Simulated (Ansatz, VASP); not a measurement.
# One calculation of MnO2, two programs

The input INCAR:

```
PREC = Accurate
ENCUT = 520
EDIFF = 1E-6
ISMEAR = -1
SIGMA = 0.02
LREAL = False
LASPH = True
NELM = 150
ALGO = Normal
ISIF = 2
LWAVE = False
LCHARG = False
ISPIN = 2
MAGMOM = 4 4 0 0 0 0
LORBIT = 11
LMAXMIX = 4
LDAU = True
LDAUTYPE = 2
LDAUL = 2 -1
LDAUU = 6 0
LDAUJ = 0 0
LDAUPRINT = 1
GGA = PS
NBANDS = 38
```

File KPOINTS:

```
regular mesh
0
Gamma
  9 7 5
```

Contents of POSCAR:

```
MnO2
1.0
    2.9233913950      0.0000000000      0.0000000000
    0.0000000000      3.8702730599      0.0000000000
    0.0000000000      0.0000000000      6.2050881301
Mn O
2 4
Direct
    0.5000000000      0.5000000000      0.3433015000
    0.0000000000      0.0000000000      0.6566985000
    0.5000000000      0.0000000000      0.8375675000
    0.0000000000      0.5000000000      0.1624325000
    0.5000000000      0.0000000000      0.4217995000
    0.0000000000      0.5000000000      0.5782005000
```

Contents of input.yaml:

```yaml
crystal:
  lattice:
    - [2.923391395, 0.0, 0.0]
    - [0.0, 3.8702730599, 0.0]
    - [0.0, 0.0, 6.2050881301]
  atoms:
    - { symbol: Mn, position: [0.5, 0.5, 0.3433015], spin: 4.0 }
    - { symbol: Mn, position: [0.0, 0.0, 0.6566985], spin: 4.0 }
    - { symbol: O, position: [0.5, 0.0, 0.8375675] }
    - { symbol: O, position: [0.0, 0.5, 0.1624325] }
    - { symbol: O, position: [0.5, 0.0, 0.4217995] }
    - { symbol: O, position: [0.0, 0.5, 0.5782005] }
hamiltonian:
  xc: pbesol
  pseudopotentials: { kind: paw }
  hubbard: { sites: [{ species: Mn, l: d, u_eff: 6.0 }] }
magnetization:
  spin_polarized: true
kpoints:
  mp_grid: { grid: [9, 7, 5] }
scf:
  occupations: { method: fermi_dirac, width: 0.02 }
output:
  forces: true
  stress: true
  eigenvalues: true
```

Alike in both runs: task single point; functional PBEsol; k mesh 9 × 7 × 5; occupations fermi-dirac, width 0.02 eV; collinear spin; Hubbard terms Mn d U = 6.0 eV.

|  | VASP | Ansatz |
| --- | --- | --- |
| version | VASP 6.6.1 | Ansatz 0.2.0 |
| potentials or method | VASP PAW PBE potentials, release 64 (Mn_pv, O) | Ansatz PAW |
| plane-wave cutoff (eV) | 520 | 420 |
| valence electrons in the cell | 50 | 54 |

```tsv
	VASP	Ansatz	Ansatz less VASP
gap on the k mesh at the Fermi level (eV)	none	none	-
pressure (GPa)	-1.7	-0.4	+1.27
traceless stress, the component that is largest in VASP (GPa)	-1.18	-1.68	-0.501
rms of the force components (eV/Å)	0.177	0.183	+0.0066
net moment per atom (μB)	1.00	1.00	0.000
size of the moment on the site where the two differ most (μB)	3.65	3.15	-0.506
```

VASP's potentials were made for PBE, not for PBEsol. Site moments also hang on the region over which each program counts them. The programs project onto different local orbitals, so the same U acts differently, and such runs can settle in different states. Atom by atom the forces differ by 0.023 eV/Å (rms over components). A gap of «none» marks a metal or a gap that the smearing closes. VASP's potentials hold 50 valence electrons a cell and Ansatz's 54, so a difference there can come from the potentials and not from the codes.

Noted on Ansatz's run: the magnetic or orbital state may not be the lowest.
